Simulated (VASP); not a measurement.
Crystal: Ta.

```xyz
8
Lattice="5.3118 0.0000 0.0000 0.0000 5.3118 0.0000 0.0000 0.0000 5.3118" Properties=species:S:1:pos:R:3 pbc="T T T"
Ta    0.0000    0.0000    0.0000
Ta    2.6559    2.6559    2.6559
Ta    1.3280    0.0000    2.6559
Ta    3.9839    0.0000    2.6559
Ta    2.6559    3.9839    0.0000
Ta    2.6559    1.3280    0.0000
Ta    0.0000    2.6559    3.9839
Ta    0.0000    2.6559    1.3280
```

```yaml
Program: VASP 6.6.1
Task: relaxation of cell and atoms
Functional: PBE
Dispersion: D3(BJ)
Potentials_or_basis: VASP PAW PBE potentials, release 64 (Ta_pv)
Cutoff: 600 eV
k_mesh: 8 × 8 × 8
Occupations: gaussian, width 0.1 eV
Spin: no spin polarisation
```

At the start: pressure -5.5 GPa; volume 18.73 Å³/atom.

Task: Where does the relaxation end?

Result: Over 4 steps the energy falls by 9.2 meV/atom and the volume is 18.22 Å³/atom (-2.8 %); space group Pm-3n (No. 223, to 0.1 Å) before and after.

Step by step:
```
step  energy change (eV)  largest force (eV/Å)  pressure (GPa)  volume (Å³)
   1              0.0000                0.0000           -5.51       149.88
   2              0.3551                0.0000           15.37       136.33
   3             -0.0732                0.0000           -0.14       145.82
   4             -0.0733                0.0000           -0.01       145.72
```

Final structure:
```yaml
crystal:
  lattice:
    - [5.26229, 0.00000, 0.00000]
    - [0.00000, 5.26229, 0.00000]
    - [0.00000, 0.00000, 5.26229]
  atoms:
    - { symbol: Ta, position: [0.00000, 0.00000, 0.00000] }
    - { symbol: Ta, position: [0.50000, 0.50000, 0.50000] }
    - { symbol: Ta, position: [0.25000, 0.00000, 0.50000] }
    - { symbol: Ta, position: [0.75000, 0.00000, 0.50000] }
    - { symbol: Ta, position: [0.50000, 0.75000, 0.00000] }
    - { symbol: Ta, position: [0.50000, 0.25000, 0.00000] }
    - { symbol: Ta, position: [0.00000, 0.50000, 0.75000] }
    - { symbol: Ta, position: [0.00000, 0.50000, 0.25000] }
```
